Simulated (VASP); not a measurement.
# Mo (Im-3m) in VASP: notebook, part 3 of 3

VASP 6.6.1. The steps go on from the part before.

## 5. Single point, r2SCAN

This run uses another cell than the first one, of 16.43 Å³/atom.

Input file POSCAR:

```
Mo
1.0
   -1.6013375696      1.6013375696      1.6013375696
    1.6013375696     -1.6013375696      1.6013375696
    1.6013375696      1.6013375696     -1.6013375696
Mo
1
Direct
    0.0000000000      0.0000000000      0.0000000000
```

Input file INCAR.step1:

```
SYSTEM = Mo
PREC = Accurate
ENCUT = 550
ISMEAR = -1
SIGMA = 0.1
LREAL = .FALSE.
LASPH = .TRUE.
NELM = 120
NBANDS = 13
GGA = PE
ALGO = Normal
EDIFF = 1E-5
LWAVE = .TRUE.
LCHARG = .FALSE.
GGA_COMPAT = .FALSE.
```

Input file INCAR.step2:

```
SYSTEM = Mo
PREC = Accurate
ENCUT = 550
EDIFF = 1E-6
ISMEAR = -1
SIGMA = 0.1
LREAL = .FALSE.
LASPH = .TRUE.
NELM = 120
ALGO = Normal
ISIF = 2
LWAVE = .FALSE.
LCHARG = .TRUE.
METAGGA = R2SCAN
LMIXTAU = .TRUE.
LELF = .TRUE.
LVHAR = .TRUE.
NBANDS = 13
ISTART = 1
GGA_COMPAT = .FALSE.
```

Input file KPOINTS:

```
regular mesh
0
G
  15 15 15
  0 0 0
```

Potentials or basis: VASP PAW PBE potentials, release 64 (Mo_sv).

Run with:

```
$ cat potpaw_PBE.64/Mo_sv/POTCAR > POTCAR
$ cp INCAR.step1 INCAR
$ mpirun -np 1 vasp_std > vasp.out
$ cp INCAR.step2 INCAR
$ mpirun -np 1 vasp_std > vasp.out
```

OUTCAR:

```text
SYSTEM = Mo
   PREC = Accurate
   ENCUT = 550
   EDIFF = 1E-6
   ISMEAR = -1
   LREAL = .FALSE.
   LASPH = .TRUE.
   NELM = 120
   ISIF = 2
   METAGGA = R2SCAN
   ISTART = 1

 ion  position               nearest neighbor table
   1  0.000  0.000  0.000-

  LATTYP: Found a body centered cubic cell.
 ALAT       =     3.2026751392

  Lattice vectors:

 A1 = (  -1.6013375696,   1.6013375696,   1.6013375696)
 A2 = (   1.6013375696,  -1.6013375696,   1.6013375696)
 A3 = (   1.6013375696,   1.6013375696,  -1.6013375696)

Analysis of symmetry for initial positions (statically):
=====================================================================
 Subroutine PRICEL returns:
 Original cell was already a primitive cell.

 Routine SETGRP: Setting up the symmetry group for a
 body centered cubic supercell.

 Subroutine GETGRP returns: Found 48 space group operations
 (whereof 48 operations were pure point group operations)
 out of a pool of 48 trial point group operations.

The static configuration has the point symmetry O_h .

Analysis of symmetry for dynamics (positions and initial velocities):
=====================================================================
 Subroutine PRICEL returns:
 Original cell was already a primitive cell.

 Routine SETGRP: Setting up the symmetry group for a
 body centered cubic supercell.

 Subroutine GETGRP returns: Found 48 space group operations
 (whereof 48 operations were pure point group operations)
 out of a pool of 48 trial point group operations.

The dynamic configuration has the point symmetry O_h .

 Subroutine INISYM returns: Found 48 space group operations
 (whereof 48 operations are pure point group operations),
 and found     1 'primitive' translations

----------------------------------------------------------------------------------------

                                     Primitive cell

  volume of cell :      16.4251

  direct lattice vectors                    reciprocal lattice vectors
    -1.601337570  1.601337570  1.601337570     0.000000000  0.312238974  0.312238974
     1.601337570 -1.601337570  1.601337570     0.312238974  0.000000000  0.312238974
     1.601337570  1.601337570 -1.601337570     0.312238974  0.312238974  0.000000000

  length of vectors
     2.773598031  2.773598031  2.773598031     0.441572592  0.441572592  0.441572592

  position of ions in fractional coordinates (direct lattice)
     0.000000000  0.000000000  0.000000000

  ion indices of the primitive-cell ions
   primitive index   ion index
                 1           1

----------------------------------------------------------------------------------------

 KPOINTS: regular mesh

Automatic generation of k-mesh.
 Grid dimensions read from file:
 generate k-points for:   15   15   15

 Generating k-lattice:

  Cartesian coordinates                     Fractional coordinates (reciprocal lattice)
     0.000000000  0.020815932  0.020815932     0.066666667  0.000000000  0.000000000
     0.020815932  0.000000000  0.020815932     0.000000000  0.066666667  0.000000000
     0.020815932  0.020815932  0.000000000     0.000000000  0.000000000  0.066666667

  Length of vectors
     0.029438173  0.029438173  0.029438173

  Shift w.r.t. Gamma in fractional coordinates (k-lattice)
     0.000000000  0.000000000  0.000000000

 Subroutine IBZKPT returns following result:
 ===========================================

 Found    120 irreducible k-points:

 Following reciprocal coordinates:
            Coordinates               Weight
  0.000000  0.000000  0.000000      1.000000
  0.066667  0.000000  0.000000     12.000000
  0.133333  0.000000  0.000000     12.000000
  0.200000  0.000000  0.000000     12.000000
  0.266667  0.000000  0.000000     12.000000
  0.333333  0.000000  0.000000     12.000000
[... 16 lines left out ...]
  0.333333  0.200000  0.000000     48.000000
  0.400000  0.200000  0.000000     24.000000
 [... further k-points ...]
   k-points           NKPTS =    120   k-points in BZ     NKDIM =    120   number of bands    NBANDS=     13
   number of dos      NEDOS =    301   number of ions     NIONS =      1
   total plane-waves  NPLWV =  13824
   dimension x,y,z NGX =    24 NGY =   24 NGZ =   24
   dimension x,y,z NGXF=    48 NGYF=   48 NGZF=   48
   ions per type =               1
   NGX,Y,Z   is equivalent  to a cutoff of  14.39, 14.39, 14.39 a.u.
   NGXF,Y,Z  is equivalent  to a cutoff of  28.77, 28.77, 28.77 a.u.
 SYSTEM =  Mo
   PREC   = accura    normal or accurate (medium, high low for compatibility)
   ISTART =      1    job   : 0-new  1-cont  2-samecut
   ICHARG =      0    charge: 1-file 2-atom 10-const
   ISPIN  =      1    spin polarized calculation?
   LNONCOLLINEAR =      F non collinear calculations
   LSORBIT =      F    spin-orbit coupling
   LASPH  =      T    aspherical Exc in radial PAW
   ENCUT  =  550.0 eV  40.42 Ry    6.36 a.u.   5.30  5.30  5.30*2*pi/ulx,y,z
   NELM   =    120;   NELMIN=  2; NELMDL=  0     # of ELM steps
   EDIFF  = 0.1E-05   stopping-criterion for ELM
   LREAL  =      F    real-space projection
   EDIFFG = 0.1E-04   stopping-criterion for IOM
   NSW    =      0    number of steps for IOM
   IBRION =     -1    ionic relax: 0-MD 1-quasi-New 2-CG
   NFREE  =      0    steps in history (QN), initial steepest desc. (CG)
   ISIF   =      2    stress and relaxation
   ISYM   =      2    0-nonsym 1-usesym 2-fastsym
   POTIM  = 0.5000    time-step for ionic-motion
   TEBEG  =    0.0;   TEEND  =   0.0 temperature during run
   PSTRESS=    0.0 pullay stress
   NELECT =      14.0000    total number of electrons
   NUPDOWN=      -1.0000    fix difference up-down
   EMIN   =  10.00;   EMAX   =-10.00  energy-range for DOS
   EFERMI =   0.00;   METHOD = LEGACY
   ISMEAR =    -1;   SIGMA  =   0.10  broadening in eV -4-tet -1-fermi 0-gaus
   EFERMI_NEDOS =   21; number of points for ismear=-14 and -15
   IALGO  =     38    algorithm
   IMIX   =      4    mixing-type and parameters
     AMIX     =   0.40;   BMIX     =  1.00
     AMIX_MAG =   1.60;   BMIX_MAG =  1.00
  volume/ion in A,a.u.               =      16.43       110.84
  Fermi-wavevector in a.u.,A,eV,Ry     =   1.552201  2.933235 32.780896  2.409328
  Thomas-Fermi vector in A             =   2.656610
   LORBIT       =      0    0 simple, 1 ext, 2 COOP (PROOUT), +10 PAW based schemes
   METAGGA = R2SCAN    functional components
   LHFCALC =     F    Hartree Fock is set to
   AEXX    =    0.0000 exact exchange contribution
   IVDW    =     0    specifies the selected vdW correction
   LEPSILON=     F    determine dielectric tensor
   LRPA    =     F    only Hartree local field effects (RPA)
 non-spin polarized calculation
  energy-cutoff  :      550.00
  volume of cell :       16.43
 maximum number of plane-waves:       490
 NGX is ok and might be reduce to    24
   NGX = 11   NGY = 11   NGZ = 11

 number of electron      13.9999999 magnetization

 Free energy of the ion-electron system (eV)
  ---------------------------------------------------
  ext. energy  EPLUGINS =         0.00000000
  ---------------------------------------------------
  free energy    TOTEN  =       -26.06080533 eV

  energy without entropy =      -26.04119156  energy(sigma->0) =      -26.05099844

 E-fermi :  11.7354     XC(G=0): -14.3242

 val. band max:       11.7265539606   @ k =   0.1333   0.0667   0.0000
 cond. band min:      11.7422675296   @ k =  -0.2667   0.2667   0.1333
 fundamental gap:      0.0157135690
 Fermi energy:        11.7353837956

 k-point     1 :       0.0000    0.0000    0.0000
  band No.  band energies     occupation
      1     -51.4550      2.00000
      2     -24.0391      2.00000
      3     -24.0391      2.00000
      4     -24.0391      2.00000
      5       4.2685      2.00000
      6      10.4346      2.00000
      7      10.4346      2.00000
      8      10.4346      2.00000
      9      13.5957      0.00000
     10      13.5957      0.00000
     11      27.1822      0.00000
     12      27.1822      0.00000
     13      27.1822      0.00000
[... 353 lines left out ...]
 k-point    24 :       0.4000    0.2000    0.0000
  band No.  band energies     occupation
      1     -51.1961      2.00000
      2     -25.1731      2.00000
      3     -24.6368      2.00000
      4     -24.1699      2.00000
      5       7.4610      2.00000
      6       8.7138      2.00000
      7      10.7323      1.99991
      8      13.4114      0.00000
      9      14.5114      0.00000
     10      19.0738      0.00000
     11      22.4218      0.00000
     12      24.7261      0.00000
     13      28.3220      0.00000

 [... further k-points ...]

------------------------ aborting loop because EDIFF is reached ----------------------------------------

  FORCE on cell =-STRESS in cart. coord.  units (eV):
  Direction    XX          YY          ZZ          XY          YZ          ZX
  --------------------------------------------------------------------------------------
  -------------------------------------------------------------------------------------
  Total       -1.1400378     -1.1400378     -1.1400378      0.0000000      0.0000000     -0.0000000
  in kB     -111.2041894   -111.2041894   -111.2041894      0.0000000      0.0000000     -0.0000000
  external PRESSURE =    -111.2041894 kB  Pullay stress =       0.0000000 kB

 VOLUME and BASIS-vectors are now :
 -----------------------------------------------------------------------------
  energy-cutoff  :      550.00
  volume of cell :       16.43
      direct lattice vectors                 reciprocal lattice vectors
    -1.601337570  1.601337570  1.601337570     0.000000000  0.312238974  0.312238974
     1.601337570 -1.601337570  1.601337570     0.312238974  0.000000000  0.312238974
     1.601337570  1.601337570 -1.601337570     0.312238974  0.312238974  0.000000000

 POSITION                                       TOTAL-FORCE (eV/Angst)
 -----------------------------------------------------------------------------------
      0.00000      0.00000      0.00000        -0.000000      0.000000      0.000000
 -----------------------------------------------------------------------------------
    total drift:                               -0.000000      0.000000      0.000000

  FREE ENERGIE OF THE ION-ELECTRON SYSTEM (eV)
  ---------------------------------------------------
  free  energy   TOTEN  =       -26.0608053258 eV

  energy  without entropy=      -26.0411915590  energy(sigma->0) =      -26.05099844
```

OUTCAR.step1:

```text
SYSTEM = Mo
   PREC = Accurate
   ENCUT = 550
   ISMEAR = -1
   LREAL = .FALSE.
   LASPH = .TRUE.
[... 601 lines left out ...]
 -----------------------------------------------------------------------------------
      0.00000      0.00000      0.00000        -0.000000     -0.000000     -0.000000
 -----------------------------------------------------------------------------------
    total drift:                                0.000000      0.000000      0.000000

  FREE ENERGIE OF THE ION-ELECTRON SYSTEM (eV)
  ---------------------------------------------------
  free  energy   TOTEN  =       -10.9272067777 eV

  energy  without entropy=      -10.9047184089  energy(sigma->0) =      -10.91596259
```

OSZICAR.step1:

```text
N       E                     dE             d eps       ncg     rms          rms(c)
DAV:   1     0.994947877438E+02    0.99495E+02   -0.82432E+03  3128   0.114E+03
DAV:   2    -0.103167681770E+02   -0.10981E+03   -0.10561E+03  3595   0.320E+02
DAV:   3    -0.116249274792E+02   -0.13082E+01   -0.13034E+01  3465   0.350E+01
DAV:   4    -0.116280889119E+02   -0.31614E-02   -0.31612E-02  3500   0.207E+00
DAV:   5    -0.116281100402E+02   -0.21128E-04   -0.21129E-04  3485   0.151E-01    0.131E+01
DAV:   6    -0.110078503861E+02    0.62026E+00   -0.79694E-01  3185   0.108E+01    0.326E+00
DAV:   7    -0.109308497974E+02    0.77001E-01   -0.13835E-01  3465   0.427E+00    0.103E+00
DAV:   8    -0.109271106222E+02    0.37392E-02   -0.42702E-03  3250   0.834E-01    0.205E-01
DAV:   9    -0.109271956942E+02   -0.85072E-04   -0.11051E-04  3620   0.129E-01    0.789E-02
DAV:  10    -0.109272066614E+02   -0.10967E-04   -0.12856E-05  2551   0.414E-02    0.715E-03
DAV:  11    -0.109272067777E+02   -0.11623E-06   -0.42934E-07  1585   0.830E-03
   1 F= -.10927207E+02 E0= -.10915963E+02  d E =-.224884E-01
```

Run time: 85 s. Hardware: 1 thread of Intel Xeon 8259CL, shared host; peak memory 0.16 GiB.

Results:

| Property | Result |
| --- | --- |
| Free energy | -26.0608 eV |
| Pressure | -11.1 GPa |
| Band gap on the k mesh | zero (bands 7 and 8 overlap by 4.91 eV) |

Caveat: the cell stands under tension; the PAW data sets were made with another functional, which shifts forces and pressure a little.

## 6. Overview

| cell | gap on the mesh (eV) | pressure (GPa) |
| --- | --- | --- |
| a = 2.719 Å, angles 109.5°, 1 atom | none | 4.2 |
| a = 2.747 Å, angles 109.5°, 1 atom | none | -4.1 |
| a = 2.774 Å, angles 109.5°, 1 atom | none | -11.1 |

Alike in all rows: task single point; level r2SCAN; potentials or basis VASP PAW PBE potentials, release 64 (Mo_sv); no spin polarisation; k mesh 15 × 15 × 15; cutoff (eV) 550; smearing fermi-dirac 0.1 eV.

Caveats: the PAW data sets were made with another functional, which shifts forces and pressure a little; the cell stands under tension (at least some runs); the cell stands under pressure (at least some runs).

Absolute energies hang on the potentials; compare differences alone.
